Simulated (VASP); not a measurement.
Crystal: Os.

```
Os
1.0
     0.00000    1.91293    1.91293
     1.91293    0.00000    1.91293
     1.91293    1.91293    0.00000
Os
1
Direct
  0.00000 0.00000 0.00000
```

Base run:

```yaml
Program: VASP 6.6.1
Functional: r2SCAN
Potentials_or_basis: VASP PAW PBE potentials, release 64 (Os)
Cutoff: 520 eV
k_mesh: 8 × 8 × 8
Occupations: gaussian, width 0.1 eV
Spin: no spin polarisation
```

Its results: band gap on the k mesh zero (band 4 reaches 11.62 eV, above the bottom of band 5 at 8.16 eV); pressure 3.1 GPa.

Q: The run is repeated on the same cell with these changes: potentials or basis from VASP PAW PBE potentials, release 64 (Os) to VASP PAW PBE potentials, release 64 (Os_sv_GW); cutoff from 520 eV to 550 eV; further incar settings from ALGO = Normal; EDIFF = 1e-06; NBANDS = 10 to ALGO = Normal; EDIFF = 1e-06; NBANDS = 14; valence electrons from 8 to 16. What comes out?

A: Band gap on the k mesh zero (band 8 reaches 15.95 eV, above the bottom of band 9 at 12.48 eV); pressure 0.1 GPa.

Caveats: the PAW data sets were made with another functional, which shifts forces and pressure a little; spin-orbit coupling is left out, which moves the levels of the heavy elements.
